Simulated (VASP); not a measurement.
Wanted: the native input for a VASP 6.6.1 run.

```
Task                   : single point
Functional             : PBEsol
Potentials or basis    : VASP PAW PBE potentials, release 64 (K_sv, I)
Cutoff                 : 520 eV
k mesh                 : 6 × 6 × 6
Occupations            : gaussian, width 0.02 eV
Spin                   : no spin polarisation
Dipole correction      : no
Further INCAR settings : ALGO = Normal; EDIFF = 1e-06; NBANDS = 15
```

The structure of KI lies in POSCAR:

```
KI
1.0
    0.0000000000      3.5029897954      3.5029897954
    3.5029897954      0.0000000000      3.5029897954
    3.5029897954      3.5029897954      0.0000000000
K I
1 1
Direct
    0.0000000000      0.0000000000      0.0000000000
    0.5000000000      0.5000000000      0.5000000000
```

The input as run:

INCAR

```
SYSTEM = KI
PREC     = Accurate       ! precision mode
ENCUT    = 520            ! plane-wave cutoff, eV
EDIFF    = 1E-6           ! SCF threshold, eV
ISMEAR   = 0              ! smearing method
SIGMA    = 0.02           ! smearing width, eV
LREAL    = .False.        ! projectors in reciprocal space
LASPH    = .True.         ! aspherical terms in the spheres
NELM     = 100            ! most SCF steps
ALGO     = Normal         ! electronic algorithm
ISIF     = 2              ! what is computed and relaxed
LWAVE    = .False.        ! write WAVECAR
LCHARG   = .False.        ! write CHGCAR
GGA      = PS             ! functional
NBANDS   = 15             ! bands
```

KPOINTS

```
regular mesh
0
Gamma
  6 6 6
  0 0 0
```

Potentials or basis: VASP PAW PBE potentials, release 64 (K_sv, I).

Launch:

```console
$ cat potpaw_PBE.64/K_sv/POTCAR potpaw_PBE.64/I/POTCAR > POTCAR
$ mpirun -np 1 vasp_std > vasp.out
```

Results of the run:

```
Pressure               : 0.0 GPa
Band gap on the k mesh : 3.87 eV
```

Caveat: the PAW data sets were made with another functional, which shifts forces and pressure a little; spin-orbit coupling is left out, which moves the levels of the heavy elements.

Wall time 17 s on 1 thread of AMD EPYC 7R13 Processor (Zen 3), on a shared host, peak memory 0.2 GiB.
